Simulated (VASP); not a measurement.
# CdS (P6_3mc) in VASP: relaxation of cell and atoms with PBEsol

Aim: the relaxation of cell and atoms of CdS with PBEsol.

Program: VASP 6.6.1. These are calculated values, not measurements. Logs are shortened: lines on timing, memory, paths and dates and some standing lists are left out, and cuts for length are marked.

### 1 The cell of the first run

It takes space group P6_3mc (No. 186, hexagonal). The conventional cell has a = 4.150 Å, b = 4.150 Å, c = 6.737 Å, α = 90.00°, β = 90.00°, γ = 120.00°. Within 3.3 Å of Cd (site symmetry 3m) lie 4 S at 2.53 to 2.54 Å. Within 3.3 Å of S (site symmetry 3m) lie 4 Cd at 2.53 to 2.54 Å.

### 2 Relaxation of cell and atoms, PBEsol, target pressure 20 GPa, at which the enthalpy is minimised

Contents of INCAR:

```
ALGO = Normal ; EDIFF = 1E-7
EDIFFG = -0.02 ; ENCUT = 630
GGA = PS ; GGA_COMPAT = False
IBRION = 2 ; ISIF = 3
ISMEAR = 0 ; LASPH = True
LCHARG = False ; LREAL = False
LWAVE = False ; NELM = 120
NELMIN = 4 ; NSW = 80
PREC = Accurate ; PSTRESS = 200.0
SIGMA = 0.01
```

Contents of KPOINTS:

```
k-points
0
Gamma
  6 6 4
```

Contents of POSCAR:

```
CdS
1.0
    4.1500000000      0.0000000000      0.0000000000
   -2.0750000000      3.5940054257      0.0000000000
    0.0000000000      0.0000000000      6.7370000000
Cd S
2 2
Direct
    0.3333330000      0.6666670000      0.0000000000
    0.6666670000      0.3333330000      0.5000000000
    0.3333330000      0.6666670000      0.3750000000
    0.6666670000      0.3333330000      0.8750000000
```

Potentials or basis: VASP PAW PBE potentials, release 64 (Cd_sv_GW, S).

On the command line:

```
cat potpaw_PBE.64/Cd_sv_GW/POTCAR potpaw_PBE.64/S/POTCAR > POTCAR
mpirun -np 1 vasp_std > vasp.out
```

OUTCAR:

```text
EDIFF = 1E-7
   EDIFFG = -0.02
   ENCUT = 630
   GGA = PS
   IBRION = 2
   ISIF = 3
   ISMEAR = 0
   LASPH = True
   LREAL = False
   NELM = 120
   NELMIN = 4
   NSW = 80
   PREC = Accurate
   PSTRESS = 200.0

 ion  position               nearest neighbor table
   1  0.333  0.667  0.000-   3 2.53   4 2.54   4 2.54   4 2.54
   2  0.667  0.333  0.500-   4 2.53   3 2.54   3 2.54   3 2.54
   3  0.333  0.667  0.375-   1 2.53   2 2.54   2 2.54   2 2.54
   4  0.667  0.333  0.875-   2 2.53   1 2.54   1 2.54   1 2.54

  LATTYP: Found a hexagonal cell.
 ALAT       =     4.1500000000
 C/A-ratio  =     1.6233734940

  Lattice vectors:

 A1 = (   4.1500000000,   0.0000000000,   0.0000000000)
 A2 = (  -2.0750000000,   3.5940054257,   0.0000000000)
 A3 = (   0.0000000000,   0.0000000000,   6.7370000000)

Analysis of symmetry for initial positions (statically):
=====================================================================
 Subroutine PRICEL returns:
 Original cell was already a primitive cell.

 Routine SETGRP: Setting up the symmetry group for a
 hexagonal supercell.

 Subroutine GETGRP returns: Found 12 space group operations
 (whereof  6 operations were pure point group operations)
 out of a pool of 24 trial point group operations.

The static configuration has the point symmetry C_3v.
 The point group associated with its full space group is C_6v.

Analysis of symmetry for dynamics (positions and initial velocities):
=====================================================================
 Subroutine PRICEL returns:
 Original cell was already a primitive cell.

 Routine SETGRP: Setting up the symmetry group for a
 hexagonal supercell.

 Subroutine GETGRP returns: Found 12 space group operations
 (whereof  6 operations were pure point group operations)
 out of a pool of 24 trial point group operations.

The dynamic configuration has the point symmetry C_3v.
 The point group associated with its full space group is C_6v.

 Subroutine INISYM returns: Found 12 space group operations
 (whereof  6 operations are pure point group operations),
 and found     1 'primitive' translations

----------------------------------------------------------------------------------------

                                     Primitive cell

  volume of cell :     100.4832

  direct lattice vectors                    reciprocal lattice vectors
     4.150000000  0.000000000  0.000000000     0.240963855  0.139120547  0.000000000
    -2.075000000  3.594005426  0.000000000     0.000000000  0.278241094  0.000000000
     0.000000000  0.000000000  6.737000000     0.000000000  0.000000000  0.148434021

  length of vectors
     4.150000000  4.150000000  6.737000000     0.278241094  0.278241094  0.148434021

  position of ions in fractional coordinates (direct lattice)
     0.333333000  0.666667000  0.000000000
     0.666667000  0.333333000  0.500000000
     0.333333000  0.666667000  0.375000000
     0.666667000  0.333333000  0.875000000

  ion indices of the primitive-cell ions
   primitive index   ion index
                 1           1
                 2           2
                 3           3
                 4           4

----------------------------------------------------------------------------------------

 KPOINTS: k-points

Automatic generation of k-mesh.
 Grid dimensions read from file:
 generate k-points for:    6    6    4

 Generating k-lattice:

  Cartesian coordinates                     Fractional coordinates (reciprocal lattice)
     0.040160643  0.023186758  0.000000000     0.166666667  0.000000000  0.000000000
     0.000000000  0.046373516  0.000000000     0.000000000  0.166666667  0.000000000
     0.000000000  0.000000000  0.037108505     0.000000000  0.000000000  0.250000000

  Length of vectors
     0.046373516  0.046373516  0.037108505

  Shift w.r.t. Gamma in fractional coordinates (k-lattice)
     0.000000000  0.000000000  0.000000000

 Subroutine IBZKPT returns following result:
 ===========================================

 Found     21 irreducible k-points:

 Following reciprocal coordinates:
            Coordinates               Weight
  0.000000  0.000000  0.000000      1.000000
  0.166667 -0.000000  0.000000      6.000000
  0.333333  0.000000  0.000000      6.000000
  0.500000 -0.000000  0.000000      3.000000
  0.166667  0.166667  0.000000      6.000000
  0.333333  0.166667  0.000000     12.000000
[... 13 lines left out ...]
  0.333333  0.166667  0.500000     12.000000
  0.333333  0.333333  0.500000      2.000000
   k-points           NKPTS =     21   k-points in BZ     NKDIM =     21   number of bands    NBANDS=     31
   number of dos      NEDOS =    301   number of ions     NIONS =      4
   total plane-waves  NPLWV =  72576
   dimension x,y,z NGX =    36 NGY =   36 NGZ =   56
   dimension x,y,z NGXF=    72 NGYF=   72 NGZF=  112
   ions per type =               2   2
   NGX,Y,Z   is equivalent  to a cutoff of  14.42, 14.42, 13.82 a.u.
   NGXF,Y,Z  is equivalent  to a cutoff of  28.84, 28.84, 27.64 a.u.
 SYSTEM =  unknown system
   PREC   = accura    normal or accurate (medium, high low for compatibility)
   ISTART =      0    job   : 0-new  1-cont  2-samecut
   ICHARG =      2    charge: 1-file 2-atom 10-const
   ISPIN  =      1    spin polarized calculation?
   LNONCOLLINEAR =      F non collinear calculations
   LSORBIT =      F    spin-orbit coupling
   LASPH  =      T    aspherical Exc in radial PAW
   ENCUT  =  630.0 eV  46.30 Ry    6.80 a.u.   8.49  8.49 13.79*2*pi/ulx,y,z
   NELM   =    120;   NELMIN=  4; NELMDL= -5     # of ELM steps
   EDIFF  = 0.1E-06   stopping-criterion for ELM
   LREAL  =      F    real-space projection
   EDIFFG = -.2E-01   stopping-criterion for IOM
   NSW    =     80    number of steps for IOM
   IBRION =      2    ionic relax: 0-MD 1-quasi-New 2-CG
   NFREE  =      1    steps in history (QN), initial steepest desc. (CG)
   ISIF   =      3    stress and relaxation
   ISYM   =      2    0-nonsym 1-usesym 2-fastsym
   POTIM  = 0.5000    time-step for ionic-motion
   TEBEG  =    0.0;   TEEND  =   0.0 temperature during run
   PSTRESS=  200.0 pullay stress
   NELECT =      52.0000    total number of electrons
   NUPDOWN=      -1.0000    fix difference up-down
   EMIN   =  10.00;   EMAX   =-10.00  energy-range for DOS
   EFERMI =   0.00;   METHOD = LEGACY
   ISMEAR =     0;   SIGMA  =   0.01  broadening in eV -4-tet -1-fermi 0-gaus
   EFERMI_NEDOS =   21; number of points for ismear=-14 and -15
   IALGO  =     38    algorithm
   IMIX   =      4    mixing-type and parameters
     AMIX     =   0.40;   BMIX     =  1.00
     AMIX_MAG =   1.60;   BMIX_MAG =  1.00
  volume/ion in A,a.u.               =      25.12       169.52
  Fermi-wavevector in a.u.,A,eV,Ry     =   1.314351  2.483764 23.504331  1.727520
  Thomas-Fermi vector in A             =   2.444610
   LORBIT       =      0    0 simple, 1 ext, 2 COOP (PROOUT), +10 PAW based schemes
   GGA     = PS    functional components
   LHFCALC =     F    Hartree Fock is set to
   AEXX    =    0.0000 exact exchange contribution
   IVDW    =     0    specifies the selected vdW correction
   LEPSILON=     F    determine dielectric tensor
   LRPA    =     F    only Hartree local field effects (RPA)
 conjugate gradient relaxation of ions
 non-spin polarized calculation
 Gauss-broadening in eV      SIGMA  =   0.01
  energy-cutoff  :      630.00
  volume of cell :      100.48
 maximum number of plane-waves:      3657
 NGX is ok and might be reduce to    36
   NGX = 17   NGY = 17   NGZ = 27

--------------------------------------- Ionic step        1  -------------------------------------------

 number of electron      51.9999978 magnetization

 Free energy of the ion-electron system (eV)
  ---------------------------------------------------
  ext. energy  EPLUGINS =         0.00000000
  ---------------------------------------------------
  free energy    TOTEN  =       -13.79727001 eV

  energy without entropy =      -13.79727001  energy(sigma->0) =      -13.79727001

 E-fermi :   2.8251     XC(G=0):  -9.4278

 val. band max:        2.6267531602   @ k =   0.0000   0.0000   0.0000
 cond. band min:       3.6812565118   @ k =   0.0000   0.0000   0.0000
 fundamental gap:      1.0545033516
 Fermi energy:         2.8251086501

 k-point     1 :       0.0000    0.0000    0.0000
  band No.  band energies     occupation
      1     -98.5681      2.00000
      2     -98.5680      2.00000
      3     -59.6606      2.00000
      4     -59.6606      2.00000
      5     -59.6605      2.00000
      6     -59.6605      2.00000
[... 734 lines left out ...]
  FREE ENERGIE OF THE ION-ELECTRON SYSTEM (eV)
  ---------------------------------------------------
  free  energy   TOTEN  =       -13.7972700119 eV

  energy  without entropy=      -13.7972700119  energy(sigma->0) =      -13.79727001

  enthalpy is  TOTEN    =        -1.2539418156 eV   P V=       12.5433281963

--------------------------------------- Ionic step        2  -------------------------------------------

 number of electron      52.0000002 magnetization

 E-fermi :  10.1520     XC(G=0): -12.1642

 val. band max:        9.9333956378   @ k =   0.0000   0.0000   0.0000
 cond. band min:      11.7200346821   @ k =   0.0000   0.0000   0.0000
 fundamental gap:      1.7866390443
 Fermi energy:        10.1520243737

 k-point     1 :       0.0000    0.0000    0.0000
  band No.  band energies     occupation
      1     -93.8086      2.00000
      2     -93.8081      2.00000
      3     -54.9484      2.00000
      4     -54.9412      2.00000
      5     -54.9412      2.00000
      6     -54.9393      2.00000
[... 894 lines left out ...]
  FREE ENERGIE OF THE ION-ELECTRON SYSTEM (eV)
  ---------------------------------------------------
  free  energy   TOTEN  =       -12.8559457858 eV

  energy  without entropy=      -12.8559457858  energy(sigma->0) =      -12.85594579

  enthalpy is  TOTEN    =        -2.8049553170 eV   P V=       10.0509904688

--------------------------------------- Ionic step        7  -------------------------------------------

 number of electron      52.0000004 magnetization

 Free energy of the ion-electron system (eV)
  ---------------------------------------------------
  ext. energy  EPLUGINS =         0.00000000
  ---------------------------------------------------
  free energy    TOTEN  =       -12.85658761 eV

  energy without entropy =      -12.85658761  energy(sigma->0) =      -12.85658761

 E-fermi :   5.3984     XC(G=0): -10.5341

 val. band max:        5.1832993579   @ k =   0.0000   0.0000   0.0000
 cond. band min:       6.6744729783   @ k =   0.0000   0.0000   0.0000
 fundamental gap:      1.4911736204
 Fermi energy:         5.3983637901

 k-point     1 :       0.0000    0.0000    0.0000
  band No.  band energies     occupation
      1     -96.6884      2.00000
      2     -96.6883      2.00000
      3     -57.7895      2.00000
      4     -57.7883      2.00000
      5     -57.7883      2.00000
      6     -57.7879      2.00000
[... 725 lines left out ...]
 POSITION                                       TOTAL-FORCE (eV/Angst)
 -----------------------------------------------------------------------------------
     -0.00000      2.22211      6.27435         0.000000     -0.000000      0.018282
      1.92440      1.11105      3.13612        -0.000000      0.000000      0.018282
     -0.00000      2.22211      2.35578        -0.000000     -0.000000     -0.018282
      1.92440      1.11105      5.49401        -0.000000     -0.000000     -0.018282
 -----------------------------------------------------------------------------------
    total drift:                               -0.008768      0.005062      0.000011

  FREE ENERGIE OF THE ION-ELECTRON SYSTEM (eV)
  ---------------------------------------------------
  free  energy   TOTEN  =       -12.8565876064 eV

  energy  without entropy=      -12.8565876064  energy(sigma->0) =      -12.85658761

  enthalpy is  TOTEN    =        -2.8054375939 eV   P V=       10.0511500125

 reached required accuracy - stopping structural energy minimisation
```

Run time: 11 min. Hardware: 1 thread of Intel Xeon Platinum 8559C (Emerald Rapids), shared host; peak memory 0.32 GiB.

What came out:

```yaml
Free_energy: -12.8566 eV
Relaxed_volume: 20.13 Å³/atom
Relaxed_cell: a = 3.849 Å, b = 3.849 Å, c = 6.276 Å, α = 90.00°, β = 90.00°, γ = 120.00°
Space_group_after_relaxing_to_0.1_Å: P6_3mc (No. 186)
Energy_change_on_relaxing_the_run_minimises_the_enthalpy: +235.2 meV/atom
Ionic_steps: 7
Pressure_after_relaxing: 20.0 GPa
Largest_force_after_relaxing: 0.018 eV/Å
Band_gap_on_the_k_mesh: 1.49 eV
```

Forces on the atoms (eV/Å):
```
Cd   0.000  0.000  0.018
Cd   0.000  0.000  0.018
S    0.000  0.000 -0.018
S    0.000  0.000 -0.018
```

Stress tensor (GPa, compression positive):
```
19.98  0.00  0.00
 0.00 19.98  0.00
 0.00  0.00 20.07
```

Step by step:
```
step  energy change (eV)  largest force (eV/Å)  pressure (GPa)  volume (Å³)
   1              0.0000                0.0644           -1.06       100.48
   2              7.4426                0.1940           97.23        59.70
   3              0.7805                0.0562           17.69        81.89
   4              0.8921                0.0533           19.31        80.92
   5              0.9411                0.0520           20.01        80.52
   6              0.9413                0.0852           20.02        80.52
   7              0.9407                0.0183           20.01        80.52
```

Final structure:
```
CELL_PARAMETERS angstrom
3.84880 0.00000 0.00000
-1.92440 3.33316 0.00000
0.00000 0.00000 6.27646
ATOMIC_POSITIONS crystal
Cd 0.33333 0.66667 0.99966
Cd 0.66667 0.33333 0.49966
S 0.33333 0.66667 0.37534
S 0.66667 0.33333 0.87534
```

Caveat: the cell is relaxed towards a set pressure, so the run minimises the enthalpy, not the energy; the volume moved by over 15 % at a fixed basis, so the end points are rough; the PAW data sets were made with another functional, which shifts forces and pressure a little. Expect the measured gap to be larger: semilocal functionals such as PBEsol lack the derivative discontinuity.
